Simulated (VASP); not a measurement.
# OH2 in VASP: single point with PBE

Aim: the single point of OH2 with PBE.

Everything below comes from runs of VASP 6.6.1. Logs are shortened: lines on timing, memory, paths and dates and some standing lists are left out, and cuts for length are marked.

### Step 1. The cell of the first run

The cell holds a cluster in a box, 3 atoms: a = 8.000 Å, b = 9.508 Å, c = 8.598 Å, α = 90.00°, β = 90.00°, γ = 90.00°.

### Step 2. Single point, PBE

INCAR reads:

```
ALGO = Normal ; EDIFF = 1E-6
ENCUT = 520 ; GGA = PE
GGA_COMPAT = F ; ISIF = 2
ISMEAR = 0 ; ISYM = 0
LASPH = T ; LCHARG = T
LELF = T ; LREAL = F
LVHAR = T ; LWAVE = F
NBANDS = 11 ; NELM = 120
PREC = Accurate ; SIGMA = 0.01
```

KPOINTS reads:

```
k-points
0
Gamma
  1 1 1
```

POSCAR reads:

```
H2O
1.0
    8.0000000000      0.0000000000      0.0000000000
    0.0000000000      9.5080000000      0.0000000000
    0.0000000000      0.0000000000      8.5980000000
O H
1 2
Direct
    0.5000000000      0.5000000000      0.4536085010
    0.5000000000      0.5793199692      0.5231957495
    0.5000000000      0.4206800308      0.5231957495
```

Potentials or basis: VASP PAW PBE potentials, release 64 (O, H).

Started as:

```bash
> cat potpaw_PBE.64/O/POTCAR potpaw_PBE.64/H/POTCAR > POTCAR
> mpirun -np 1 vasp_gam > vasp.out
```

OUTCAR:

```text
EDIFF = 1E-6
   ENCUT = 520
   GGA = PE
   ISIF = 2
   ISMEAR = 0
   ISYM = 0
   LASPH = T
   LREAL = F
   NELM = 120
   PREC = Accurate

 ion  position               nearest neighbor table
   1  0.500  0.500  0.454-   2 0.96   3 0.96
   2  0.500  0.579  0.523-   1 0.96
   3  0.500  0.421  0.523-   1 0.96

IMPORTANT INFORMATION: All symmetrisations will be switched off!
NOSYMM: (Re-)initialisation of all symmetry stuff for point group C_1.

----------------------------------------------------------------------------------------

                                     Primitive cell

  volume of cell :     653.9983

  direct lattice vectors                    reciprocal lattice vectors
     8.000000000  0.000000000  0.000000000     0.125000000  0.000000000  0.000000000
     0.000000000  9.508000000  0.000000000     0.000000000  0.105174590  0.000000000
     0.000000000  0.000000000  8.598000000     0.000000000  0.000000000  0.116306118

  length of vectors
     8.000000000  9.508000000  8.598000000     0.125000000  0.105174590  0.116306118

  position of ions in fractional coordinates (direct lattice)
     0.500000000  0.500000000  0.453608501
     0.500000000  0.579319969  0.523195749
     0.500000000  0.420680031  0.523195749

  ion indices of the primitive-cell ions
   primitive index   ion index
                 1           1
                 2           2
                 3           3

----------------------------------------------------------------------------------------

 KPOINTS: k-points

Automatic generation of k-mesh.
 Grid dimensions read from file:
 generate k-points for:    1    1    1

 Generating k-lattice:

  Cartesian coordinates                     Fractional coordinates (reciprocal lattice)
     0.125000000  0.000000000  0.000000000     1.000000000  0.000000000  0.000000000
     0.000000000  0.105174590  0.000000000     0.000000000  1.000000000  0.000000000
     0.000000000  0.000000000  0.116306118     0.000000000  0.000000000  1.000000000

  Length of vectors
     0.125000000  0.105174590  0.116306118

  Shift w.r.t. Gamma in fractional coordinates (k-lattice)
     0.000000000  0.000000000  0.000000000

 Subroutine IBZKPT returns following result:
 ===========================================

 Found      1 irreducible k-points:

 Following reciprocal coordinates:
            Coordinates               Weight
  0.000000  0.000000  0.000000      1.000000
   k-points           NKPTS =      1   k-points in BZ     NKDIM =      1   number of bands    NBANDS=     11
   number of dos      NEDOS =    301   number of ions     NIONS =      3
   total plane-waves  NPLWV = 276480
   dimension x,y,z NGX =    60 NGY =   72 NGZ =   64
   dimension x,y,z NGXF=   120 NGYF=  144 NGZF=  128
   ions per type =               1   2
   NGX,Y,Z   is equivalent  to a cutoff of  12.47, 12.59, 12.37 a.u.
   NGXF,Y,Z  is equivalent  to a cutoff of  24.94, 25.18, 24.75 a.u.
 SYSTEM =  unknown system
   PREC   = accura    normal or accurate (medium, high low for compatibility)
   ISTART =      0    job   : 0-new  1-cont  2-samecut
   ICHARG =      2    charge: 1-file 2-atom 10-const
   ISPIN  =      1    spin polarized calculation?
   LNONCOLLINEAR =      F non collinear calculations
   LSORBIT =      F    spin-orbit coupling
   LASPH  =      T    aspherical Exc in radial PAW
   ENCUT  =  520.0 eV  38.22 Ry    6.18 a.u.  14.87 17.68 15.99*2*pi/ulx,y,z
   NELM   =    120;   NELMIN=  2; NELMDL= -5     # of ELM steps
   EDIFF  = 0.1E-05   stopping-criterion for ELM
   LREAL  =      F    real-space projection
   EDIFFG = 0.1E-04   stopping-criterion for IOM
   NSW    =      0    number of steps for IOM
   IBRION =     -1    ionic relax: 0-MD 1-quasi-New 2-CG
   NFREE  =      0    steps in history (QN), initial steepest desc. (CG)
   ISIF   =      2    stress and relaxation
   ISYM   =      0    0-nonsym 1-usesym 2-fastsym
   POTIM  = 0.5000    time-step for ionic-motion
   TEBEG  =    0.0;   TEEND  =   0.0 temperature during run
   PSTRESS=    0.0 pullay stress
   NELECT =       8.0000    total number of electrons
   NUPDOWN=      -1.0000    fix difference up-down
   EMIN   =  10.00;   EMAX   =-10.00  energy-range for DOS
   EFERMI =   0.00;   METHOD = LEGACY
   ISMEAR =     0;   SIGMA  =   0.01  broadening in eV -4-tet -1-fermi 0-gaus
   EFERMI_NEDOS =   21; number of points for ismear=-14 and -15
   IALGO  =     38    algorithm
   IMIX   =      4    mixing-type and parameters
     AMIX     =   0.40;   BMIX     =  1.00
     AMIX_MAG =   1.60;   BMIX_MAG =  1.00
  volume/ion in A,a.u.               =     218.00      1471.13
  Fermi-wavevector in a.u.,A,eV,Ry     =   0.377207  0.712817  1.935903  0.142285
  Thomas-Fermi vector in A             =   1.309615
   LORBIT       =      0    0 simple, 1 ext, 2 COOP (PROOUT), +10 PAW based schemes
   GGA     = PE    functional components
   LHFCALC =     F    Hartree Fock is set to
   AEXX    =    0.0000 exact exchange contribution
   IVDW    =     0    specifies the selected vdW correction
   LEPSILON=     F    determine dielectric tensor
   LRPA    =     F    only Hartree local field effects (RPA)
 non-spin polarized calculation
 Gauss-broadening in eV      SIGMA  =   0.01
  energy-cutoff  :      520.00
  volume of cell :      654.00
 maximum number of plane-waves:      8779
 NGX is ok and might be reduce to    60
   NGX = 29   NGY = 35   NGZ = 31

 number of electron       7.9999992 magnetization

 Free energy of the ion-electron system (eV)
  ---------------------------------------------------
  ext. energy  EPLUGINS =         0.00000000
  ---------------------------------------------------
  free energy    TOTEN  =       -14.22952917 eV

  energy without entropy =      -14.22952917  energy(sigma->0) =      -14.22952917

 E-fermi :  -6.9638     XC(G=0):  -0.7963

 val. band max:       -7.0820493965   @ k =   0.0000   0.0000   0.0000
 cond. band min:      -0.9905948341   @ k =   0.0000   0.0000   0.0000
 fundamental gap:      6.0914545624
 Fermi energy:        -6.9637798233

 k-point     1 :       0.0000    0.0000    0.0000
  band No.  band energies     occupation
      1     -25.2642      2.00000
      2     -12.9502      2.00000
      3      -9.1945      2.00000
      4      -7.0820      2.00000
      5      -0.9906      0.00000
      6       0.8325      0.00000
      7       0.8561      0.00000
      8       1.4922      0.00000
      9       1.6150      0.00000
     10       1.7986      0.00000
     11       1.9180      0.00000

------------------------ aborting loop because EDIFF is reached ----------------------------------------

  FORCE on cell =-STRESS in cart. coord.  units (eV):
  Direction    XX          YY          ZZ          XY          YZ          ZX
  --------------------------------------------------------------------------------------
  -------------------------------------------------------------------------------------
  Total       -0.0452478      0.6609068      0.1661779      0.0000000      0.0000000      0.0000000
  in kB       -0.1108490      1.6191020      0.4071058      0.0000000      0.0000001      0.0000000
  external PRESSURE =       0.6384529 kB  Pullay stress =       0.0000000 kB

 VOLUME and BASIS-vectors are now :
 -----------------------------------------------------------------------------
  energy-cutoff  :      520.00
  volume of cell :      654.00
      direct lattice vectors                 reciprocal lattice vectors
     8.000000000  0.000000000  0.000000000     0.125000000  0.000000000  0.000000000
     0.000000000  9.508000000  0.000000000     0.000000000  0.105174590  0.000000000
     0.000000000  0.000000000  8.598000000     0.000000000  0.000000000  0.116306118

 POSITION                                       TOTAL-FORCE (eV/Angst)
 -----------------------------------------------------------------------------------
      4.00000      4.75400      3.90013        -0.000000      0.000000     -0.420543
      4.00000      5.50817      4.49844         0.000000      0.473756      0.210271
      4.00000      3.99983      4.49844         0.000000     -0.473756      0.210271
 -----------------------------------------------------------------------------------
    total drift:                               -0.000000      0.000000     -0.000089

  FREE ENERGIE OF THE ION-ELECTRON SYSTEM (eV)
  ---------------------------------------------------
  free  energy   TOTEN  =       -14.2295291732 eV

  energy  without entropy=      -14.2295291732  energy(sigma->0) =      -14.22952917
```

Wall time 70 s (1 thread of Intel Xeon 8259CL, shared host); peak memory 0.59 GiB.

Results:

```yaml
Free_energy: -14.2295 eV
Largest_force: 0.518 eV/Å
Gap_between_the_frontier_levels: 6.09 eV
```

Forces on the atoms (eV/Å):
```
O    0.000  0.000 -0.421
H    0.000  0.474  0.210
H    0.000 -0.474  0.210
```
